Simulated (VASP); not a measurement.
# Co (P6_3/mmc) in VASP: a series of runs

The runs below take Co through single point, with RPBE+D3(BJ), PBE, PBEsol+D4.

Program: VASP 6.6.1. These are calculated values, not measurements. Logs are shortened: lines on timing, memory, paths and dates and some standing lists are left out, and cuts for length are marked.

## Step 1: The cell of the first run

It takes space group P6_3/mmc (No. 194, hexagonal). The conventional cell has a = 2.420 Å, b = 2.420 Å, c = 7.923 Å, α = 90.00°, β = 90.00°, γ = 120.00°. Co (site symmetry -6m2) has 12 Co at 2.42 Å within 3.2 Å. Within 3.2 Å of Co (site symmetry -3m) lie 12 Co at 2.42 Å.

## Step 2: Single point, RPBE+D3(BJ), collinear spin, ferromagnetic start

File INCAR:

```
SYSTEM = Co
PREC     = Accurate       ! precision mode
ENCUT    = 690            ! plane-wave cutoff, eV
EDIFF    = 1E-6           ! SCF threshold, eV
ISMEAR   = -1             ! smearing method
SIGMA    = 0.05           ! smearing width, eV
LREAL    = .False.        ! projectors in reciprocal space
LASPH    = .True.         ! aspherical terms in the spheres
NELM     = 200            ! most SCF steps
ALGO     = Normal         ! electronic algorithm
ISIF     = 2              ! what is computed and relaxed
LWAVE    = .False.        ! write WAVECAR
LCHARG   = .False.        ! write CHGCAR
ISPIN    = 2              ! spin polarisation
MAGMOM   = 2 2 2 2        ! initial moments
LORBIT   = 11             ! projections on sites
LMAXMIX  = 4              ! l up to which the mixer works
GGA      = RP             ! functional
IVDW     = 12             ! dispersion correction
NBANDS   = 46             ! bands
GGA_COMPAT= .False.
```

File KPOINTS:

```
regular mesh
0
Gamma
  12 12 4
  0 0 0
```

File POSCAR:

```
Co
1.0
    2.4201280013      0.0000000000      0.0000000000
   -1.2100640007      2.0958923296      0.0000000000
    0.0000000000      0.0000000000      7.9231214745
Co
4
Direct
    0.6666666667      0.3333333333      0.7500000000
    0.0000000000      0.0000000000      0.5000000000
    0.3333333333      0.6666666667      0.2500000000
    0.0000000000      0.0000000000      0.0000000000
```

Potentials or basis: VASP PAW PBE potentials, release 64 (Co_sv).

On the command line:

```sh
$ cat potpaw_PBE.64/Co_sv/POTCAR > POTCAR
$ mpirun -np 1 vasp_std > vasp.out
```

OUTCAR:

```text
SYSTEM = Co
   PREC = Accurate
   ENCUT = 690
   EDIFF = 1E-6
   ISMEAR = -1
   LREAL = .False.
   LASPH = .True.
   NELM = 200
   ISIF = 2
   ISPIN = 2
   LORBIT = 11
   GGA = RP
   IVDW = 12
 IVDW          = 12

 ion  position               nearest neighbor table
   1  0.667  0.333  0.750-   2 2.42   4 2.42   2 2.42   4 2.42   2 2.42   4 2.42
   2  0.000  0.000  0.500-   1 2.42   3 2.42   1 2.42   3 2.42   1 2.42   3 2.42
   3  0.333  0.667  0.250-   2 2.42   4 2.42   2 2.42   4 2.42   2 2.42   4 2.42
   4  0.000  0.000  0.000-   1 2.42   3 2.42   1 2.42   3 2.42   1 2.42   3 2.42

  LATTYP: Found a hexagonal cell.
 ALAT       =     2.4201280013
 C/A-ratio  =     3.2738439745

  Lattice vectors:

 A1 = (   2.4201280013,   0.0000000000,   0.0000000000)
 A2 = (  -1.2100640007,   2.0958923296,   0.0000000000)
 A3 = (   0.0000000000,   0.0000000000,   7.9231214745)

Analysis of symmetry for initial positions (statically):
=====================================================================
 Subroutine PRICEL returns:
 Original cell was already a primitive cell.

 Routine SETGRP: Setting up the symmetry group for a
 hexagonal supercell.

 Subroutine GETGRP returns: Found 24 space group operations
 (whereof 12 operations were pure point group operations)
 out of a pool of 24 trial point group operations.

The static configuration has the point symmetry D_3d.
 The point group associated with its full space group is D_6h.

Analysis of symmetry for dynamics (positions and initial velocities):
=====================================================================
 Subroutine PRICEL returns:
 Original cell was already a primitive cell.

 Routine SETGRP: Setting up the symmetry group for a
 hexagonal supercell.

 Subroutine GETGRP returns: Found 24 space group operations
 (whereof 12 operations were pure point group operations)
 out of a pool of 24 trial point group operations.

The dynamic configuration has the point symmetry D_3d.
 The point group associated with its full space group is D_6h.

Analysis of structural, dynamic, and magnetic symmetry:
=====================================================================
 Subroutine PRICEL returns:
 Original cell was already a primitive cell.

 Routine SETGRP: Setting up the symmetry group for a
 hexagonal supercell.

 Subroutine GETGRP returns: Found 24 space group operations
 (whereof 12 operations were pure point group operations)
 out of a pool of 24 trial point group operations.

The overall configuration has the point symmetry D_3d.
 The point group associated with its full space group is D_6h.

 Subroutine INISYM returns: Found 24 space group operations
 (whereof 12 operations are pure point group operations),
 and found     1 'primitive' translations

----------------------------------------------------------------------------------------

                                     Primitive cell

  volume of cell :      40.1887

  direct lattice vectors                    reciprocal lattice vectors
     2.420128001  0.000000000  0.000000000     0.413201285  0.238561873  0.000000000
    -1.210064001  2.095892330  0.000000000     0.000000000  0.477123746  0.000000000
     0.000000000  0.000000000  7.923121475     0.000000000  0.000000000  0.126212883

  length of vectors
     2.420128001  2.420128001  7.923121475     0.477123746  0.477123746  0.126212883

  position of ions in fractional coordinates (direct lattice)
     0.666666667  0.333333333  0.750000000
     0.000000000  0.000000000  0.500000000
     0.333333333  0.666666667  0.250000000
     0.000000000  0.000000000  0.000000000

  ion indices of the primitive-cell ions
   primitive index   ion index
                 1           1
                 2           2
                 3           3
                 4           4

----------------------------------------------------------------------------------------

 KPOINTS: regular mesh

Automatic generation of k-mesh.
 Grid dimensions read from file:
 generate k-points for:   12   12    4

 Generating k-lattice:

  Cartesian coordinates                     Fractional coordinates (reciprocal lattice)
     0.034433440  0.019880156  0.000000000     0.083333333  0.000000000  0.000000000
     0.000000000  0.039760312  0.000000000     0.000000000  0.083333333  0.000000000
     0.000000000  0.000000000  0.031553221     0.000000000  0.000000000  0.250000000

  Length of vectors
     0.039760312  0.039760312  0.031553221

  Shift w.r.t. Gamma in fractional coordinates (k-lattice)
     0.000000000  0.000000000  0.000000000

 Subroutine IBZKPT returns following result:
 ===========================================

 Found     57 irreducible k-points:

 Following reciprocal coordinates:
            Coordinates               Weight
  0.000000  0.000000  0.000000      1.000000
  0.083333 -0.000000  0.000000      6.000000
  0.166667 -0.000000  0.000000      6.000000
  0.250000 -0.000000  0.000000      6.000000
  0.333333  0.000000  0.000000      6.000000
  0.416667  0.000000  0.000000      6.000000
[... 16 lines left out ...]
  0.250000 -0.000000  0.250000     12.000000
  0.333333  0.000000  0.250000     12.000000
 [... further k-points ...]
   k-points           NKPTS =     57   k-points in BZ     NKDIM =     57   number of bands    NBANDS=     46
   number of dos      NEDOS =    301   number of ions     NIONS =      4
   total plane-waves  NPLWV =  40320
   dimension x,y,z NGX =    24 NGY =   24 NGZ =   70
   dimension x,y,z NGXF=    48 NGYF=   48 NGZF=  140
   ions per type =               4
   NGX,Y,Z   is equivalent  to a cutoff of  16.49, 16.49, 14.69 a.u.
   NGXF,Y,Z  is equivalent  to a cutoff of  32.97, 32.97, 29.38 a.u.
 SYSTEM =  Co
   PREC   = accura    normal or accurate (medium, high low for compatibility)
   ISTART =      0    job   : 0-new  1-cont  2-samecut
   ICHARG =      2    charge: 1-file 2-atom 10-const
   ISPIN  =      2    spin polarized calculation?
   LNONCOLLINEAR =      F non collinear calculations
   LSORBIT =      F    spin-orbit coupling
   LASPH  =      T    aspherical Exc in radial PAW
   ENCUT  =  690.0 eV  50.71 Ry    7.12 a.u.   5.18  5.18 16.97*2*pi/ulx,y,z
   NELM   =    200;   NELMIN=  2; NELMDL= -5     # of ELM steps
   EDIFF  = 0.1E-05   stopping-criterion for ELM
   LREAL  =      F    real-space projection
   EDIFFG = 0.1E-04   stopping-criterion for IOM
   NSW    =      0    number of steps for IOM
   IBRION =     -1    ionic relax: 0-MD 1-quasi-New 2-CG
   NFREE  =      0    steps in history (QN), initial steepest desc. (CG)
   ISIF   =      2    stress and relaxation
   ISYM   =      2    0-nonsym 1-usesym 2-fastsym
   POTIM  = 0.5000    time-step for ionic-motion
   TEBEG  =    0.0;   TEEND  =   0.0 temperature during run
   PSTRESS=    0.0 pullay stress
   NELECT =      68.0000    total number of electrons
   NUPDOWN=      -1.0000    fix difference up-down
   EMIN   =  10.00;   EMAX   =-10.00  energy-range for DOS
   EFERMI =   0.00;   METHOD = LEGACY
   ISMEAR =    -1;   SIGMA  =   0.05  broadening in eV -4-tet -1-fermi 0-gaus
   EFERMI_NEDOS =   21; number of points for ismear=-14 and -15
   IALGO  =     38    algorithm
   IMIX   =      4    mixing-type and parameters
     AMIX     =   0.40;   BMIX     =  1.00
     AMIX_MAG =   1.60;   BMIX_MAG =  1.00
  volume/ion in A,a.u.               =      10.05        67.80
  Fermi-wavevector in a.u.,A,eV,Ry     =   1.950787  3.686454 51.777940  3.805571
  Thomas-Fermi vector in A             =   2.978234
   LORBIT       =     11    0 simple, 1 ext, 2 COOP (PROOUT), +10 PAW based schemes
   GGA     = RP    functional components
   LHFCALC =     F    Hartree Fock is set to
   AEXX    =    0.0000 exact exchange contribution
   IVDW    =    12    specifies the selected vdW correction
   LEPSILON=     F    determine dielectric tensor
   LRPA    =     F    only Hartree local field effects (RPA)
 spin polarized calculation
  energy-cutoff  :      690.00
  volume of cell :       40.19
 maximum number of plane-waves:      1666
 NGX is ok and might be reduce to    24
   NGX = 11   NGY = 11   NGZ = 33

 number of electron      68.0000056 magnetization       6.3612036

 Free energy of the ion-electron system (eV)
  ---------------------------------------------------
  ext. energy  EPLUGINS =         0.00000000
  ---------------------------------------------------
  free energy    TOTEN  =       -26.07115614 eV

  energy without entropy =      -26.03732799  energy(sigma->0) =      -26.05424206

 E-fermi :  13.4937     XC(G=0): -14.2545

 val. band max:       13.4868539538   @ k =   0.3333   0.0000   0.0000
 cond. band min:      13.4940429057   @ k =   0.0833  -0.0000   0.2500
 fundamental gap:      0.0071889519
 Fermi energy:        13.4937287681

 spin component 1

 k-point     1 :       0.0000    0.0000    0.0000
  band No.  band energies     occupation
      1     -82.8910      1.00000
      2     -82.8692      1.00000
      3     -82.8274      1.00000
      4     -82.8054      1.00000
      5     -46.2569      1.00000
      6     -46.0886      1.00000
[... 38 lines left out ...]
     45      36.3631      0.00000
     46      37.3900      0.00000
[... 1086 lines left out ...]
      6     -46.1442      1.00000
[... 38 lines left out ...]
     45      28.8687      0.00000
     46      29.7301      0.00000

 [... further k-points ...]

 spin component 2

 k-point     1 :       0.0000    0.0000    0.0000
  band No.  band energies     occupation
      1     -80.8426      1.00000
      2     -80.8074      1.00000
      3     -80.7973      1.00000
      4     -80.7620      1.00000
      5     -44.2615      1.00000
      6     -44.0518      1.00000
[... 38 lines left out ...]
     45      36.0134      0.00000
     46      37.0715      0.00000
[... 1086 lines left out ...]
      6     -44.1532      1.00000
[... 38 lines left out ...]
     45      29.2292      0.00000
     46      30.1290      0.00000

 [... further k-points ...]

------------------------ aborting loop because EDIFF is reached ----------------------------------------

 Edisp (eV)   -9.11303

 E8    (eV) :    -5.9013

  FORCE on cell =-STRESS in cart. coord.  units (eV):
  Direction    XX          YY          ZZ          XY          YZ          ZX
  --------------------------------------------------------------------------------------
  -------------------------------------------------------------------------------------
  Total      -1.90140    -1.90140    -2.97340     0.00000     0.00000     0.00000
  in kB     -75.80183   -75.80183  -118.53893     0.00000     0.00000     0.00000
  external pressure =      -90.05 kB  Pullay stress =        0.00 kB

 VOLUME and BASIS-vectors are now :
 -----------------------------------------------------------------------------
  energy-cutoff  :      690.00
  volume of cell :       40.19
      direct lattice vectors                 reciprocal lattice vectors
     2.420128001  0.000000000  0.000000000     0.413201285  0.238561873  0.000000000
    -1.210064001  2.095892330  0.000000000     0.000000000  0.477123746  0.000000000
     0.000000000  0.000000000  7.923121475     0.000000000  0.000000000  0.126212883

 POSITION                                       TOTAL-FORCE (eV/Angst)
 -----------------------------------------------------------------------------------
      1.21006      0.69863      5.94234        -0.000000      0.000000      0.000000
      0.00000      0.00000      3.96156        -0.000000      0.000000     -0.000000
     -0.00000      1.39726      1.98078         0.000000      0.000000      0.000000
      0.00000      0.00000      0.00000        -0.000000      0.000000     -0.000000
 -----------------------------------------------------------------------------------
    total drift:                               -0.000000      0.000000      0.000000

  FREE ENERGIE OF THE ION-ELECTRON SYSTEM (eV)
  ---------------------------------------------------
  free  energy   TOTEN  =       -35.1841882733 eV

  energy  without entropy=      -35.1503601197  energy(sigma->0) =      -35.16727420

 total charge

# of ion       s       p       d       tot
------------------------------------------
    1        2.261   6.146   6.707  15.114
    2        2.261   6.144   6.715  15.120
    3        2.261   6.146   6.707  15.114
    4        2.261   6.144   6.715  15.120
--------------------------------------------------
tot          9.046  24.579  26.844  60.468

 magnetization (x)

# of ion       s       p       d       tot
------------------------------------------
    1       -0.004  -0.015   1.687   1.668
    2       -0.005  -0.014   1.661   1.643
    3       -0.004  -0.015   1.687   1.668
    4       -0.005  -0.014   1.661   1.643
--------------------------------------------------
tot         -0.018  -0.057   6.696   6.621
```

Run time: 6.4 min. Hardware: 1 thread of Intel Xeon Platinum 8488C (Sapphire Rapids), shared host; peak memory 0.35 GiB.

Results:

- Free energy: -35.1842 eV
- Pressure: -9.0 GPa
- Net moment: 6.36 μB per cell
- Site moments: Co +1.67, +1.64 (each value once) μB
- Valence electrons inside the program's atomic spheres: Co 15.11, 15.12 (each value once)
- Dispersion energy per atom: -2.278 eV

Levels at points of the mesh, in eV from the Fermi level:
Spin up:
```csv
k point,band 35,band 36,band 37,band 38,band 39,band 40
"(0.00, 0.00, 0.00)",-1.51,-1.16,-1.16,-0.73,-0.73,-0.43
"(0.50, 0.00, 0.00)",-0.45,-0.43,0.20,1.37,2.70,3.35
"(0.00, 0.00, 0.50)",-1.68,-1.68,-0.92,-0.92,-0.92,-0.92
"(0.50, 0.00, 0.50)",-0.47,-0.47,1.35,1.35,3.00,3.00
```
Spin down:
| k point | band 26 | band 27 | band 28 | band 29 | band 30 | band 31 | band 32 | band 33 | band 34 | band 35 |
| --- | --- | --- | --- | --- | --- | --- | --- | --- | --- | --- |
| (0.00, 0.00, 0.00) | -1.27 | -1.27 | -0.96 | -0.96 | -0.91 | -0.91 | -0.52 | 0.05 | 0.05 | 0.44 |
| (0.50, 0.00, 0.00) | -1.28 | -0.93 | -0.13 | -0.09 | 0.42 | 1.30 | 1.33 | 1.34 | 1.37 | 1.43 |
| (0.00, 0.00, 0.50) | -1.19 | -1.19 | -1.19 | -1.07 | -1.07 | -1.07 | -1.07 | 0.25 | 0.25 | 0.25 |
| (0.50, 0.00, 0.50) | -1.00 | -0.96 | -0.96 | -0.31 | -0.31 | 0.89 | 0.89 | 1.32 | 1.32 | 1.44 |

Caveat: the cell stands under tension; the dispersion term is far too large for a dense solid, which distorts pressure and volume; the PAW data sets were made with another functional, which shifts forces and pressure a little.

[end of part 1 of 2]
